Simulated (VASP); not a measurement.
# Ta4O (Pm-3m) in VASP: notebook, part 2 of 2

VASP 6.6.1.

## Step 3: Single point, PBE

This run uses another cell than the first one, of 15.84 Å³/atom, 1.019 times its volume.

The input, INCAR:

```
SYSTEM = Ta4O
PREC = Accurate ; ENCUT = 520
EDIFF = 1E-6 ; ISMEAR = 0
SIGMA = 0.1 ; LREAL = .FALSE.
LASPH = .TRUE. ; NELM = 60
ALGO = Normal ; ISIF = 2
LWAVE = .FALSE. ; LCHARG = .FALSE.
GGA = PE ; NBANDS = 33
```

The input, KPOINTS:

```
Automatic mesh
0
G
  10 10 10
  0 0 0
```

The input, POSCAR:

```
Ta4O
1.0
    4.2943465358      0.0000000000      0.0000000000
    0.0000000000      4.2943465358      0.0000000000
    0.0000000000      0.0000000000      4.2943465358
Ta O
4 1
Direct
    0.0000000000      0.0000000000      0.0000000000
    0.5000000000      0.5000000000      0.0000000000
    0.5000000000      0.0000000000      0.5000000000
    0.0000000000      0.5000000000      0.5000000000
    0.5000000000      0.5000000000      0.5000000000
```

Potentials or basis: VASP PAW PBE potentials, release 64 (Ta_pv, O).

On the command line:

```bash
$ cat potpaw_PBE.64/Ta_pv/POTCAR potpaw_PBE.64/O/POTCAR > POTCAR
$ mpirun -np 1 vasp_std > vasp.out
```

OUTCAR:

```text
SYSTEM = Ta4O
   PREC = Accurate
   ENCUT = 520
   EDIFF = 1E-6
   ISMEAR = 0
   LREAL = .FALSE.
   LASPH = .TRUE.
   NELM = 60
   ISIF = 2
   GGA = PE

 ion  position               nearest neighbor table
   1  0.000  0.000  0.000-   2 3.04   3 3.04   4 3.04   3 3.04   4 3.04   2 3.04   4 3.04   4 3.04
                             2 3.04   3 3.04   3 3.04   2 3.04
   2  0.500  0.500  0.000-   5 2.15   5 2.15   4 3.04   1 3.04   3 3.04   4 3.04   3 3.04   1 3.04
                             3 3.04   3 3.04   1 3.04   4 3.04   4 3.04   1 3.04
   3  0.500  0.000  0.500-   5 2.15   5 2.15   4 3.04   1 3.04   1 3.04   2 3.04   2 3.04   4 3.04
                             2 3.04   2 3.04   1 3.04   4 3.04   1 3.04   4 3.04
   4  0.000  0.500  0.500-   5 2.15   5 2.15   3 3.04   1 3.04   1 3.04   2 3.04   1 3.04   3 3.04
                             1 3.04   2 3.04   3 3.04   2 3.04   2 3.04   3 3.04
   5  0.500  0.500  0.500-   2 2.15   3 2.15   4 2.15   2 2.15   3 2.15   4 2.15

  LATTYP: Found a simple cubic cell.
 ALAT       =     4.2943465358

  Lattice vectors:

 A1 = (   4.2943465358,   0.0000000000,   0.0000000000)
 A2 = (   0.0000000000,   4.2943465358,   0.0000000000)
 A3 = (   0.0000000000,   0.0000000000,   4.2943465358)

Analysis of symmetry for initial positions (statically):
=====================================================================
 Subroutine PRICEL returns:
 Original cell was already a primitive cell.

 Routine SETGRP: Setting up the symmetry group for a
 simple cubic supercell.

 Subroutine GETGRP returns: Found 48 space group operations
 (whereof 48 operations were pure point group operations)
 out of a pool of 48 trial point group operations.

The static configuration has the point symmetry O_h .

Analysis of symmetry for dynamics (positions and initial velocities):
=====================================================================
 Subroutine PRICEL returns:
 Original cell was already a primitive cell.

 Routine SETGRP: Setting up the symmetry group for a
 simple cubic supercell.

 Subroutine GETGRP returns: Found 48 space group operations
 (whereof 48 operations were pure point group operations)
 out of a pool of 48 trial point group operations.

The dynamic configuration has the point symmetry O_h .

 Subroutine INISYM returns: Found 48 space group operations
 (whereof 48 operations are pure point group operations),
 and found     1 'primitive' translations

----------------------------------------------------------------------------------------

                                     Primitive cell

  volume of cell :      79.1938

  direct lattice vectors                    reciprocal lattice vectors
     4.294346536  0.000000000  0.000000000     0.232864300  0.000000000  0.000000000
     0.000000000  4.294346536  0.000000000     0.000000000  0.232864300  0.000000000
     0.000000000  0.000000000  4.294346536     0.000000000  0.000000000  0.232864300

  length of vectors
     4.294346536  4.294346536  4.294346536     0.232864300  0.232864300  0.232864300

  position of ions in fractional coordinates (direct lattice)
     0.000000000  0.000000000  0.000000000
     0.500000000  0.500000000  0.000000000
     0.500000000  0.000000000  0.500000000
     0.000000000  0.500000000  0.500000000
     0.500000000  0.500000000  0.500000000

[... 28 lines left out ...]

 Subroutine IBZKPT returns following result:
 ===========================================

 Found     56 irreducible k-points:

 Following reciprocal coordinates:
            Coordinates               Weight
  0.000000  0.000000  0.000000      1.000000
  0.100000  0.000000  0.000000      6.000000
  0.200000  0.000000  0.000000      6.000000
  0.300000  0.000000  0.000000      6.000000
  0.400000  0.000000  0.000000      6.000000
  0.500000  0.000000  0.000000      3.000000
[... 16 lines left out ...]
  0.200000  0.100000  0.100000     24.000000
  0.300000  0.100000  0.100000     24.000000
 [... further k-points ...]
   k-points           NKPTS =     56   k-points in BZ     NKDIM =     56   number of bands    NBANDS=     33
   number of dos      NEDOS =    301   number of ions     NIONS =      5
   total plane-waves  NPLWV =  32768
   dimension x,y,z NGX =    32 NGY =   32 NGZ =   32
   dimension x,y,z NGXF=    64 NGYF=   64 NGZF=   64
   ions per type =               4   1
   NGX,Y,Z   is equivalent  to a cutoff of  12.39, 12.39, 12.39 a.u.
   NGXF,Y,Z  is equivalent  to a cutoff of  24.78, 24.78, 24.78 a.u.
 SYSTEM =  Ta4O
   PREC   = accura    normal or accurate (medium, high low for compatibility)
   ISTART =      0    job   : 0-new  1-cont  2-samecut
   ICHARG =      2    charge: 1-file 2-atom 10-const
   ISPIN  =      1    spin polarized calculation?
   LNONCOLLINEAR =      F non collinear calculations
   LSORBIT =      F    spin-orbit coupling
   LASPH  =      T    aspherical Exc in radial PAW
   ENCUT  =  520.0 eV  38.22 Ry    6.18 a.u.   7.98  7.98  7.98*2*pi/ulx,y,z
   NELM   =     60;   NELMIN=  2; NELMDL= -5     # of ELM steps
   EDIFF  = 0.1E-05   stopping-criterion for ELM
   LREAL  =      F    real-space projection
   EDIFFG = 0.1E-04   stopping-criterion for IOM
   NSW    =      0    number of steps for IOM
   IBRION =     -1    ionic relax: 0-MD 1-quasi-New 2-CG
   NFREE  =      0    steps in history (QN), initial steepest desc. (CG)
   ISIF   =      2    stress and relaxation
   ISYM   =      2    0-nonsym 1-usesym 2-fastsym
   POTIM  = 0.5000    time-step for ionic-motion
   TEBEG  =    0.0;   TEEND  =   0.0 temperature during run
   PSTRESS=    0.0 pullay stress
   NELECT =      50.0000    total number of electrons
   NUPDOWN=      -1.0000    fix difference up-down
   EMIN   =  10.00;   EMAX   =-10.00  energy-range for DOS
   EFERMI =   0.00;   METHOD = LEGACY
   ISMEAR =     0;   SIGMA  =   0.10  broadening in eV -4-tet -1-fermi 0-gaus
   EFERMI_NEDOS =   21; number of points for ismear=-14 and -15
   IALGO  =     38    algorithm
   IMIX   =      4    mixing-type and parameters
     AMIX     =   0.40;   BMIX     =  1.00
     AMIX_MAG =   1.60;   BMIX_MAG =  1.00
  volume/ion in A,a.u.               =      15.84       106.89
  Fermi-wavevector in a.u.,A,eV,Ry     =   1.404433  2.653994 26.836574  1.972433
  Thomas-Fermi vector in A             =   2.526995
   LORBIT       =      0    0 simple, 1 ext, 2 COOP (PROOUT), +10 PAW based schemes
   GGA     = PE    functional components
   LHFCALC =     F    Hartree Fock is set to
   AEXX    =    0.0000 exact exchange contribution
   IVDW    =     0    specifies the selected vdW correction
   LEPSILON=     F    determine dielectric tensor
   LRPA    =     F    only Hartree local field effects (RPA)
 non-spin polarized calculation
 Gauss-broadening in eV      SIGMA  =   0.10
  energy-cutoff  :      520.00
  volume of cell :       79.19
 maximum number of plane-waves:      2176
 NGX is ok and might be reduce to    32
   NGX = 15   NGY = 15   NGZ = 15

 number of electron      49.9999987 magnetization

 Free energy of the ion-electron system (eV)
  ---------------------------------------------------
  ext. energy  EPLUGINS =         0.00000000
  ---------------------------------------------------
  free energy    TOTEN  =       -54.94140165 eV

  energy without entropy =      -54.91272082  energy(sigma->0) =      -54.92706124

 E-fermi :   6.4557     XC(G=0): -12.5768

 val. band max:        6.4539057643   @ k =   0.2000   0.2000   0.1000
 cond. band min:       6.4558283240   @ k =   0.4000   0.1000   0.0000
 fundamental gap:      0.0019225597
 Fermi energy:         6.4556697342

 k-point     1 :       0.0000    0.0000    0.0000
  band No.  band energies     occupation
      1     -28.8799      2.00000
      2     -28.8799      2.00000
      3     -28.8799      2.00000
      4     -28.2399      2.00000
      5     -28.2399      2.00000
      6     -28.2399      2.00000
[... 853 lines left out ...]
     32       9.6190      0.00000
     33       9.7764      0.00000

 [... further k-points ...]
[... 5 lines left out ...]
  --------------------------------------------------------------------------------------
  -------------------------------------------------------------------------------------
  Total        0.1456717      0.1456717      0.1456717     -0.0000000      0.0000000     -0.0000000
  in kB        2.9470979      2.9470979      2.9470979     -0.0000000      0.0000000     -0.0000000
  external PRESSURE =       2.9470979 kB  Pullay stress =       0.0000000 kB

 VOLUME and BASIS-vectors are now :
 -----------------------------------------------------------------------------
  energy-cutoff  :      520.00
  volume of cell :       79.19
      direct lattice vectors                 reciprocal lattice vectors
     4.294346536  0.000000000  0.000000000     0.232864300  0.000000000  0.000000000
     0.000000000  4.294346536  0.000000000     0.000000000  0.232864300  0.000000000
     0.000000000  0.000000000  4.294346536     0.000000000  0.000000000  0.232864300

 POSITION                                       TOTAL-FORCE (eV/Angst)
 -----------------------------------------------------------------------------------
      0.00000      0.00000      0.00000         0.000000      0.000000      0.000000
      2.14717      2.14717      0.00000         0.000000      0.000000      0.000000
      2.14717      0.00000      2.14717         0.000000      0.000000      0.000000
      0.00000      2.14717      2.14717         0.000000      0.000000      0.000000
      2.14717      2.14717      2.14717         0.000000      0.000000      0.000000
 -----------------------------------------------------------------------------------
    total drift:                                0.000000     -0.000000     -0.000000

  FREE ENERGIE OF THE ION-ELECTRON SYSTEM (eV)
  ---------------------------------------------------
  free  energy   TOTEN  =       -54.9414016476 eV

  energy  without entropy=      -54.9127208229  energy(sigma->0) =      -54.92706124
```

stdout:

```text
POSCAR found type information on POSCAR TaO
 POSCAR found :  2 types and       5 ions
 scaLAPACK will be used
 LDA part: xc-table for (Slater+PW92), standard interpolation
 POSCAR, INCAR and KPOINTS ok, starting setup
 FFT: planning ... GRIDC
 FFT: planning ... GRID_SOFT
 FFT: planning ... GRID
 WAVECAR not read
 entering main loop
```

It took 1.7 min on 1 thread of Intel Xeon 6975P-C, shared host; peak memory 0.25 GiB.

Results:

* Free energy: -54.9414 eV
* Pressure: 0.3 GPa
* Band gap on the k mesh: zero (band 25 reaches 6.81 eV, above the bottom of band 26 at 5.75 eV)

Caveat: spin-orbit coupling is left out, which moves the levels of the heavy elements.

## Step 4: Single point, PBE, collinear spin, ferromagnetic start

The input, INCAR:

```
ALGO = Normal
EDIFF = 1E-6
ENCUT = 520
GGA = PE
ISIF = 2
ISMEAR = 0
ISPIN = 2
LASPH = True
LCHARG = True
LELF = True
LMAXMIX = 4
LORBIT = 11
LREAL = False
LVHAR = True
LWAVE = False
MAGMOM = 1 1 1 1 0
NBANDS = 37
NELM = 150
PREC = Accurate
SIGMA = 0.1
```

The input, KPOINTS:

```
k-points
0
Gamma
  4 4 4
```

POSCAR: that of step 3 with these lines changed.

```diff
@@ -2,5 +2,5 @@
 1.0
-    4.2943465358      0.0000000000      0.0000000000
-    0.0000000000      4.2943465358      0.0000000000
-    0.0000000000      0.0000000000      4.2943465358
+    4.2679820300      0.0000000000      0.0000000000
+    0.0000000000      4.2679820300      0.0000000000
+    0.0000000000      0.0000000000      4.2679820300
 Ta O
```

On the command line:

```bash
$ cat potpaw_PBE.64/Ta_pv/POTCAR potpaw_PBE.64/O/POTCAR > POTCAR
$ mpirun -np 1 vasp_std > vasp.out
```

Wall time 51 s (1 thread of Intel Xeon 6975P-C, shared host); peak memory 0.22 GiB.

The run converged. Its results:

```
Free energy                                           : -55.0162 eV
Pressure                                              : 4.1 GPa
Band gap on the k mesh                                : zero (filled and empty bands overlap)
Net moment                                            : 0.00 μB per cell
Valence electrons inside the program's atomic spheres : Ta 8.78, 8.89; O 5.13
```

Levels at points of the mesh, in eV from the Fermi level:
Spin up:
```tsv
k point	band 21	band 22	band 23	band 24	band 25	band 26	band 27	band 28	band 29	band 30
(0.00, 0.00, 0.00)	-3.97	-3.97	-0.21	-0.21	-0.21	2.29	2.29	2.92	3.39	3.39
(0.50, 0.00, 0.00)	-2.05	-1.89	-1.89	-0.53	-0.53	0.00	1.04	1.48	1.67	1.67
(0.50, 0.50, 0.00)	-1.84	-1.84	-1.56	-1.09	-0.69	-0.69	0.70	1.29	1.54	2.15
(0.50, 0.50, 0.50)	-0.36	-0.36	-0.36	-0.01	-0.01	0.18	0.18	0.18	3.22	3.22
```
Spin down:
| k point | band 23 | band 24 | band 25 | band 26 | band 27 | band 28 |
| --- | --- | --- | --- | --- | --- | --- |
| (0.00, 0.00, 0.00) | -0.21 | -0.21 | -0.21 | 2.29 | 2.29 | 2.92 |
| (0.50, 0.00, 0.00) | -1.89 | -0.53 | -0.53 | 0.00 | 1.04 | 1.48 |
| (0.50, 0.50, 0.00) | -1.56 | -1.09 | -0.69 | -0.69 | 0.70 | 1.29 |
| (0.50, 0.50, 0.50) | -0.36 | -0.01 | -0.01 | 0.18 | 0.18 | 0.18 |

Caveat: the k points lie up to 0.37 Å⁻¹ apart; spin-orbit coupling is left out, which moves the levels of the heavy elements.

## Step 5: Relaxation of cell and atoms, PBE

The input, INCAR:

```
SYSTEM = Ta4O
PREC = Accurate
ENCUT = 600
EDIFF = 1E-6
ISMEAR = 0
SIGMA = 0.1
LREAL = .False.
LASPH = .True.
NELM = 80
ALGO = Normal
ISIF = 3
LWAVE = .False.
LCHARG = .False.
GGA = PE
IBRION = 2
NSW = 100
EDIFFG = -0.01
```

The input, KPOINTS:

```
regular mesh
0
Gamma
  10 10 10
  0 0 0
```

POSCAR is that of step 4.

On the command line:

```bash
$ cat potpaw_PBE.64/Ta_pv/POTCAR potpaw_PBE.64/O/POTCAR > POTCAR
$ mpirun -np 1 vasp_std > vasp.out
```

It took 4.9 min on 1 thread of Intel Xeon 6975P-C, shared host; peak memory 0.3 GiB.

It converged, with:

| Quantity | Value |
| --- | --- |
| Free energy | -54.9443 eV |
| Relaxed volume | 15.86 Å³/atom |
| Relaxed cell | a = 4.296 Å, b = 4.296 Å, c = 4.296 Å, α = 90.00°, β = 90.00°, γ = 90.00° |
| Space group after relaxing (to 0.05 Å) | Pm-3m (No. 221) |
| Energy gained by relaxing | 4.2 meV/atom |
| Ionic steps | 3 |
| Pressure after relaxing | -0.1 GPa |
| Band gap on the k mesh | zero (band 25 reaches 6.80 eV, above the bottom of band 26 at 5.74 eV) |

Step by step:
```csv
step,energy change (eV),largest force (eV/Å),pressure (GPa),volume (Å³)
1,0.0000,0.0000,4.54,77.74
2,0.0807,0.0000,-8.88,82.81
3,-0.0212,0.0000,-0.07,79.29
```

Final structure:
```cif
data_structure
_symmetry_space_group_name_H-M 'P 1'
_symmetry_Int_Tables_number 1
_cell_length_a 4.2962
_cell_length_b 4.2962
_cell_length_c 4.2962
_cell_angle_alpha 90.000
_cell_angle_beta 90.000
_cell_angle_gamma 90.000
_cell_volume 79.29
loop_
_atom_site_label
_atom_site_type_symbol
_atom_site_fract_x
_atom_site_fract_y
_atom_site_fract_z
_atom_site_occupancy
Ta1 Ta 0.00000 0.00000 0.00000 1
Ta2 Ta 0.50000 0.50000 0.00000 1
Ta3 Ta 0.50000 0.00000 0.50000 1
Ta4 Ta 0.00000 0.50000 0.50000 1
O1 O 0.50000 0.50000 0.50000 1
```

Levels at points of the mesh, in eV from the Fermi level:
```tsv
k point	band 22	band 23	band 24	band 25	band 26	band 27	band 28	band 29
(0.00, 0.00, 0.00)	-3.92	-0.25	-0.25	-0.25	2.18	2.18	2.68	3.23
(0.50, 0.00, 0.00)	-1.91	-1.91	-0.58	-0.58	-0.04	0.97	1.41	1.59
(0.50, 0.50, 0.00)	-1.86	-1.57	-1.10	-0.71	-0.71	0.61	1.24	1.46
(0.50, 0.50, 0.50)	-0.38	-0.38	-0.04	-0.04	0.09	0.09	0.09	3.07
```

Caveat: spin-orbit coupling is left out, which moves the levels of the heavy elements.

## Step 6: The runs side by side

```csv
task,spin,cell,k mesh,cutoff (eV),gap on the mesh (eV),pressure (GPa)
single point,off,"a = 4.268 Å, 5 atoms",4 × 4 × 4,520,none,4.1
single point,off,"a = 4.294 Å, 5 atoms",10 × 10 × 10,520,none,0.3
single point,"collinear, ferromagnetic start","a = 4.268 Å, 5 atoms",4 × 4 × 4,520,none,4.1
relaxation of cell and atoms,off,"relaxed from a = 4.268 Å, 5 atoms",10 × 10 × 10,600,none,-0.1
```

Alike in all rows: level PBE; potentials or basis VASP PAW PBE potentials, release 64 (Ta_pv, O); smearing gaussian 0.1 eV.

Caveats: some runs use coarse meshes; spin-orbit coupling is left out, which moves the levels of the heavy elements.

Total energies depend on the potentials used, so only differences within one code and one set of settings carry meaning.
